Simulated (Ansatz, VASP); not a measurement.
## BaTiO3 in VASP and in Ansatz

```
Ba Ti O
1.0
     4.00730    0.04007    0.04007
     0.04007    4.00730    0.04007
     0.04007    0.04007    4.00730
Ba Ti O
1 1 3
Direct
  0.50000 0.50000 0.50000
  0.00000 0.00000 0.00000
  0.50000 0.00000 0.00000
  0.00000 0.50000 0.00000
  0.00000 0.00000 0.50000
```

Change from the starting cell: equal xy, yz and zx shear strains of +2 %.

Alike in both runs: task single point; functional LDA; k mesh 8 × 8 × 8; occupations fermi-dirac, width 0.05 eV; no spin polarisation.

```csv
,VASP,Ansatz
version,VASP 6.6.1,Ansatz 0.2.0
potentials or method,"VASP PAW LDA potentials, release 64 (Ba_sv, Ti_sv, O), cutoff 520 eV","all-electron LAPW, scalar-relativistic"
```

```tsv
	VASP	Ansatz	Ansatz less VASP
pressure (GPa)	-7.3	-9.3	-1.96
traceless stress, the component that is largest in VASP (GPa)	-2.44	-2.36	+0.076
```

LDA's correlation is that of Perdew and Zunger in VASP and of Perdew and Wang (1992) in Ansatz. Ansatz ran all-electron here, and VASP with PAW potentials.

Neither program's run includes spin-orbit coupling.
